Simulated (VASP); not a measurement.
# Bi (R-3m) in VASP: a series of runs

Bi is run at these levels: PBE0, r2SCAN; tasks: single point.

All numbers are computed with VASP 6.6.1; they aren't measurements. Logs are shortened: lines on timing, memory, paths and dates and some standing lists are left out, and cuts for length are marked.

## Step 1: The cell of the first run

Symmetry: R-3m, No. 166, trigonal system. Conventional cell: a = 4.442 Å, b = 4.442 Å, c = 11.573 Å, α = 90.00°, β = 90.00°, γ = 120.00°. Bi (site symmetry 3m) has 6 Bi at 3.00 to 3.44 Å within 4.0 Å.

## Step 2: Single point, PBE0

Contents of POSCAR:

```
Bi
1.0
    2.2212115015      1.2824170583      3.8576100961
   -2.2212115015      1.2824170583      3.8576100961
    0.0000000000     -2.5648341167      3.8576100961
Bi
2
Direct
    0.7660000000      0.7660000000      0.7660000000
    0.2340000000      0.2340000000      0.2340000000
```

Contents of INCAR.step1:

```
SYSTEM = Bi
  PREC = Accurate
  ENCUT = 520
  EDIFF = 1E-5
  ISMEAR = -1
  SIGMA = 0.05
  LREAL = .FALSE.
  LASPH = .TRUE.
  NELM = 60
  ALGO = Normal
  ISIF = 2
  LWAVE = .TRUE.
  LCHARG = .FALSE.
  GGA = PE
  NBANDS = 22
```

Contents of INCAR.step2:

```
SYSTEM = Bi
  PREC = Accurate
  ENCUT = 520
  EDIFF = 1E-6
  ISMEAR = -1
  SIGMA = 0.05
  LREAL = .FALSE.
  LASPH = .TRUE.
  NELM = 60
  ALGO = Normal
  ISIF = 2
  LWAVE = .FALSE.
  LCHARG = .FALSE.
  GGA = PE
  LHFCALC = .TRUE.
  AEXX = 0.25
  PRECFOCK = Normal
  ISTART = 1
  NBANDS = 22
```

Contents of KPOINTS:

```
Automatic mesh
0
G
  4 4 4
  0 0 0
```

Potentials or basis: VASP PAW PBE potentials, release 64 (Bi_d).

Started as:

```console
cat potpaw_PBE.64/Bi_d/POTCAR > POTCAR
cp INCAR.step1 INCAR
mpirun -np 1 vasp_std > vasp.out
cp INCAR.step2 INCAR
mpirun -np 1 vasp_std > vasp.out
```

OUTCAR:

```text
SYSTEM = Bi
   PREC = Accurate
   ENCUT = 520
   EDIFF = 1E-6
   ISMEAR = -1
   LREAL = .FALSE.
   LASPH = .TRUE.
   NELM = 60
   ISIF = 2
   GGA = PE
   LHFCALC = .TRUE.
   AEXX = 0.25
   PRECFOCK = Normal
   ISTART = 1

 ion  position               nearest neighbor table
   1  0.766  0.766  0.766-   2 3.00   2 3.00   2 3.00   2 3.44   2 3.44   2 3.44
   2  0.234  0.234  0.234-   1 3.00   1 3.00   1 3.00   1 3.44   1 3.44   1 3.44

  LATTYP: Found a trigonal (rhomboedric) cell.
 ALAT       =     4.6324431674
 COS(alpha) =     0.5401781303

  Lattice vectors:

 A1 = (   2.2212115015,   1.2824170583,   3.8576100961)
 A2 = (  -2.2212115015,   1.2824170583,   3.8576100961)
 A3 = (   0.0000000000,  -2.5648341167,   3.8576100961)

Analysis of symmetry for initial positions (statically):
=====================================================================
 Subroutine PRICEL returns:
 Original cell was already a primitive cell.

 Routine SETGRP: Setting up the symmetry group for a
 trigonal (rhombohedral) supercell.

 Subroutine GETGRP returns: Found 12 space group operations
 (whereof 12 operations were pure point group operations)
 out of a pool of 12 trial point group operations.

The static configuration has the point symmetry D_3d.

Analysis of symmetry for dynamics (positions and initial velocities):
=====================================================================
 Subroutine PRICEL returns:
 Original cell was already a primitive cell.

 Routine SETGRP: Setting up the symmetry group for a
 trigonal (rhombohedral) supercell.

 Subroutine GETGRP returns: Found 12 space group operations
 (whereof 12 operations were pure point group operations)
 out of a pool of 12 trial point group operations.

The dynamic configuration has the point symmetry D_3d.

 Subroutine INISYM returns: Found 12 space group operations
 (whereof 12 operations are pure point group operations),
 and found     1 'primitive' translations

----------------------------------------------------------------------------------------

                                     Primitive cell

  volume of cell :      65.9309

  direct lattice vectors                    reciprocal lattice vectors
     2.221211502  1.282417058  3.857610096     0.225102382  0.129962921  0.086409286
    -2.221211502  1.282417058  3.857610096    -0.225102382  0.129962921  0.086409286
     0.000000000 -2.564834117  3.857610096     0.000000000 -0.259925842  0.086409286

  length of vectors
     4.632443167  4.632443167  4.632443167     0.273912409  0.273912409  0.273912409

  position of ions in fractional coordinates (direct lattice)
     0.766000000  0.766000000  0.766000000
     0.234000000  0.234000000  0.234000000

  ion indices of the primitive-cell ions
   primitive index   ion index
                 1           1
                 2           2

----------------------------------------------------------------------------------------

 KPOINTS: Automatic mesh

Automatic generation of k-mesh.
 Grid dimensions read from file:
 generate k-points for:    4    4    4

 Generating k-lattice:

  Cartesian coordinates                     Fractional coordinates (reciprocal lattice)
     0.056275596  0.032490730  0.021602321     0.250000000  0.000000000  0.000000000
    -0.056275596  0.032490730  0.021602321     0.000000000  0.250000000  0.000000000
     0.000000000 -0.064981460  0.021602321     0.000000000  0.000000000  0.250000000

  Length of vectors
     0.068478102  0.068478102  0.068478102

  Shift w.r.t. Gamma in fractional coordinates (k-lattice)
     0.000000000  0.000000000  0.000000000

 Subroutine IBZKPT returns following result:
 ===========================================

 Found     13 irreducible k-points:

 Following reciprocal coordinates:
            Coordinates               Weight
  0.000000  0.000000  0.000000      1.000000
  0.250000 -0.000000  0.000000      6.000000
  0.500000 -0.000000  0.000000      3.000000
  0.250000  0.250000  0.000000      6.000000
  0.500000  0.250000  0.000000     12.000000
 -0.250000  0.250000  0.000000      6.000000
  0.500000  0.500000  0.000000      3.000000
  0.250000  0.250000  0.250000      2.000000
  0.500000  0.250000  0.250000      6.000000
 -0.250000  0.250000  0.250000      6.000000
  0.500000  0.500000  0.250000      6.000000
 -0.250000  0.500000  0.250000      6.000000
  0.500000  0.500000  0.500000      1.000000
   k-points           NKPTS =     13   k-points in BZ     NKDIM =     64   number of bands    NBANDS=     22
   number of dos      NEDOS =    301   number of ions     NIONS =      2
   total plane-waves  NPLWV =  46656
   dimension x,y,z NGX =    36 NGY =   36 NGZ =   36
   dimension x,y,z NGXF=    72 NGYF=   72 NGZF=   72
   ions per type =               2
   NGX,Y,Z   is equivalent  to a cutoff of  12.92, 12.92, 12.92 a.u.
   NGXF,Y,Z  is equivalent  to a cutoff of  25.84, 25.84, 25.84 a.u.
 SYSTEM =  Bi
   PREC   = accura    normal or accurate (medium, high low for compatibility)
   ISTART =      1    job   : 0-new  1-cont  2-samecut
   ICHARG =      0    charge: 1-file 2-atom 10-const
   ISPIN  =      1    spin polarized calculation?
   LNONCOLLINEAR =      F non collinear calculations
   LSORBIT =      F    spin-orbit coupling
   LASPH  =      T    aspherical Exc in radial PAW
   ENCUT  =  520.0 eV  38.22 Ry    6.18 a.u.   8.61  8.61  8.61*2*pi/ulx,y,z
   NELM   =     60;   NELMIN=  2; NELMDL=  0     # of ELM steps
   EDIFF  = 0.1E-05   stopping-criterion for ELM
   LREAL  =      F    real-space projection
   EDIFFG = 0.1E-04   stopping-criterion for IOM
   NSW    =      0    number of steps for IOM
   IBRION =     -1    ionic relax: 0-MD 1-quasi-New 2-CG
   NFREE  =      0    steps in history (QN), initial steepest desc. (CG)
   ISIF   =      2    stress and relaxation
   ISYM   =      3    0-nonsym 1-usesym 2-fastsym
   POTIM  = 0.5000    time-step for ionic-motion
   TEBEG  =    0.0;   TEEND  =   0.0 temperature during run
   PSTRESS=    0.0 pullay stress
   NELECT =      30.0000    total number of electrons
   NUPDOWN=      -1.0000    fix difference up-down
   EMIN   =  10.00;   EMAX   =-10.00  energy-range for DOS
   EFERMI =   0.00;   METHOD = LEGACY
   ISMEAR =    -1;   SIGMA  =   0.05  broadening in eV -4-tet -1-fermi 0-gaus
   EFERMI_NEDOS =   21; number of points for ismear=-14 and -15
   IALGO  =     38    algorithm
   IMIX   =      1    mixing-type and parameters
     AMIX     =   0.40;   BMIX     =  1.00
     AMIX_MAG =   1.60;   BMIX_MAG =  1.00
  volume/ion in A,a.u.               =      32.97       222.46
  Fermi-wavevector in a.u.,A,eV,Ry     =   1.259174  2.379493 21.572289  1.585518
  Thomas-Fermi vector in A             =   2.392747
   LORBIT       =      0    0 simple, 1 ext, 2 COOP (PROOUT), +10 PAW based schemes
   GGA     = PE    functional components
   LHFCALC =     T    Hartree Fock is set to
   PRECFOCK=normal    Normal, Fast or Accurate (Low or Medium for compatibility)
   ENCUT4O =  -1.0   cutoff for four orbital integrals eV
   NKREDX  =     1    reduce k-point grid by
   NKREDY  =     1    reduce k-point grid by
   NKREDZ  =     1    reduce k-point grid by
   AEXX    =    0.2500 exact exchange contribution
   HFSCREEN=    0.0000 screening length (either q_TF or 0.3 A-1)
   HFSCREENC=   0.0000 screening length for correlation (either q_TF or 0.3 A-1)
   ENCUTFOCK=  -1.0 apply spherical cutoff to Coloumb kernel
   IVDW    =     0    specifies the selected vdW correction
   LEPSILON=     F    determine dielectric tensor
   LRPA    =     F    only Hartree local field effects (RPA)
 non-spin polarized calculation
  energy-cutoff  :      520.00
  volume of cell :       65.93
 maximum number of plane-waves:      1787
 NGX is ok and might be reduce to    36
  NGX = 28; NGY = 28; NGZ = 28

 number of electron      30.0000001 magnetization

 Free energy of the ion-electron system (eV)
  ---------------------------------------------------
  ext. energy  EPLUGINS =         0.00000000
  ---------------------------------------------------
  free energy    TOTEN  =       -10.31049605 eV

  energy without entropy =      -10.31044479  energy(sigma->0) =      -10.31047042

 E-fermi :   6.7587     XC(G=0):  -7.7922

 val. band max:        6.3900662114   @ k =   0.5000  -0.0000   0.0000
 cond. band min:       7.1257098221   @ k =   0.5000  -0.0000   0.0000
 fundamental gap:      0.7356436107
 Fermi energy:         6.7587389203

 k-point     1 :       0.0000    0.0000    0.0000
  band No.  band energies     occupation
      1     -18.6241      2.00000
      2     -18.6241      2.00000
      3     -18.4289      2.00000
      4     -18.4289      2.00000
      5     -18.4091      2.00000
      6     -18.1833      2.00000
[... 14 lines left out ...]
     21      13.5911      0.00000
     22      14.1037      0.00000

 k-point     2 :       0.2500   -0.0000    0.0000
  band No.  band energies     occupation
      1     -18.5705      2.00000
      2     -18.5540      2.00000
      3     -18.4066      2.00000
      4     -18.3849      2.00000
      5     -18.3681      2.00000
      6     -18.2270      2.00000
[... 14 lines left out ...]
     21      14.6191      0.00000
     22      17.8896      0.00000

 k-point     3 :       0.5000   -0.0000    0.0000
  band No.  band energies     occupation
      1     -18.4968      2.00000
      2     -18.4100      2.00000
      3     -18.3806      2.00000
      4     -18.3583      2.00000
      5     -18.3032      2.00000
      6     -18.2819      2.00000
[... 14 lines left out ...]
     21      17.4172      0.00000
     22      17.5822      0.00000

 k-point     4 :       0.2500    0.2500    0.0000
  band No.  band energies     occupation
      1     -18.6147      2.00000
      2     -18.4989      2.00000
      3     -18.4334      2.00000
      4     -18.3669      2.00000
      5     -18.3533      2.00000
      6     -18.2395      2.00000
[... 14 lines left out ...]
     21      15.8319      0.00000
     22      15.8886      0.00000

 k-point     5 :       0.5000    0.2500    0.0000
  band No.  band energies     occupation
      1     -18.5614      2.00000
      2     -18.4306      2.00000
      3     -18.3875      2.00000
      4     -18.3513      2.00000
      5     -18.3095      2.00000
      6     -18.2821      2.00000
[... 14 lines left out ...]
     21      17.4576      0.00000
     22      17.9917      0.00000

 k-point     6 :      -0.2500    0.2500    0.0000
  band No.  band energies     occupation
      1     -18.5595      2.00000
      2     -18.4095      2.00000
      3     -18.3803      2.00000
      4     -18.3566      2.00000
      5     -18.3386      2.00000
      6     -18.2722      2.00000
[... 14 lines left out ...]
     21      16.5480      0.00000
     22      17.1785      0.00000

 k-point     7 :       0.5000    0.5000    0.0000
  band No.  band energies     occupation
      1     -18.6049      2.00000
      2     -18.4423      2.00000
      3     -18.4350      2.00000
      4     -18.3016      2.00000
      5     -18.2897      2.00000
      6     -18.2804      2.00000
[... 14 lines left out ...]
     21      17.9872      0.00000
     22      18.3845      0.00000

 k-point     8 :       0.2500    0.2500    0.2500
  band No.  band energies     occupation
      1     -18.5733      2.00000
      2     -18.5733      2.00000
      3     -18.4061      2.00000
      4     -18.4061      2.00000
      5     -18.3860      2.00000
      6     -18.2046      2.00000
[... 14 lines left out ...]
     21      14.5699      0.00000
     22      16.9387      0.00000

 k-point     9 :       0.5000    0.2500    0.2500
  band No.  band energies     occupation
      1     -18.5395      2.00000
      2     -18.5024      2.00000
      3     -18.3807      2.00000
      4     -18.3729      2.00000
      5     -18.3558      2.00000
      6     -18.2340      2.00000
[... 14 lines left out ...]
     21      15.6821      0.00000
     22      16.9111      0.00000

 k-point    10 :      -0.2500    0.2500    0.2500
  band No.  band energies     occupation
      1     -18.5585      2.00000
      2     -18.4246      2.00000
      3     -18.4153      2.00000
      4     -18.3300      2.00000
      5     -18.2951      2.00000
      6     -18.2811      2.00000
[... 14 lines left out ...]
     21      17.6686      0.00000
     22      18.4182      0.00000

 k-point    11 :       0.5000    0.5000    0.2500
  band No.  band energies     occupation
      1     -18.5619      2.00000
      2     -18.4786      2.00000
      3     -18.4122      2.00000
      4     -18.3511      2.00000
      5     -18.3363      2.00000
      6     -18.2441      2.00000
[... 14 lines left out ...]
     21      17.1879      0.00000
     22      18.3826      0.00000

 k-point    12 :      -0.2500    0.5000    0.2500
  band No.  band energies     occupation
      1     -18.5545      2.00000
      2     -18.4632      2.00000
      3     -18.3770      2.00000
      4     -18.3743      2.00000
      5     -18.2919      2.00000
      6     -18.2779      2.00000
[... 14 lines left out ...]
     21      18.6279      0.00000
     22      18.7232      0.00000

 k-point    13 :       0.5000    0.5000    0.5000
  band No.  band energies     occupation
      1     -18.5064      2.00000
      2     -18.5064      2.00000
      3     -18.3803      2.00000
      4     -18.3803      2.00000
      5     -18.3540      2.00000
      6     -18.2347      2.00000
[... 14 lines left out ...]
     21      17.2405      0.00000
     22      17.3941      0.00000

------------------------ aborting loop because EDIFF is reached ----------------------------------------

  FORCE on cell =-STRESS in cart. coord.  units (eV):
  Direction    XX          YY          ZZ          XY          YZ          ZX
  --------------------------------------------------------------------------------------
  -------------------------------------------------------------------------------------
  Total        1.6067807      1.6067807      1.4703563     -0.0000000     -0.0000000      0.0000000
  in kB       39.0461667     39.0461667     35.7309351     -0.0000000     -0.0000000      0.0000000
  external PRESSURE =      37.9410895 kB  Pullay stress =       0.0000000 kB

 VOLUME and BASIS-vectors are now :
 -----------------------------------------------------------------------------
  energy-cutoff  :      520.00
  volume of cell :       65.93
      direct lattice vectors                 reciprocal lattice vectors
     2.221211502  1.282417058  3.857610096     0.225102382  0.129962921  0.086409286
    -2.221211502  1.282417058  3.857610096    -0.225102382  0.129962921  0.086409286
     0.000000000 -2.564834117  3.857610096     0.000000000 -0.259925842  0.086409286

 POSITION                                       TOTAL-FORCE (eV/Angst)
 -----------------------------------------------------------------------------------
      0.00000     -0.00000      8.86479         0.000000      0.000000     -0.000886
      0.00000     -0.00000      2.70804         0.000000     -0.000000      0.000886
 -----------------------------------------------------------------------------------
    total drift:                                0.000000     -0.000000     -0.000001

  FREE ENERGIE OF THE ION-ELECTRON SYSTEM (eV)
  ---------------------------------------------------
  free  energy   TOTEN  =       -10.3104960519 eV

  energy  without entropy=      -10.3104447926  energy(sigma->0) =      -10.31047042
```

Wall time 58 min (1 thread of Intel Xeon Platinum 8488C (Sapphire Rapids), shared host); peak memory 0.22 GiB.

The run converged, but its numbers aren't listed here, since they failed a check.

Caveat: the k points lie up to 0.43 Å⁻¹ apart; the mesh shows a gap though the element is a metal; the PAW data sets were made with another functional, which shifts forces and pressure a little; spin-orbit coupling is left out, which moves the levels of the heavy elements.

[end of part 1 of 2]
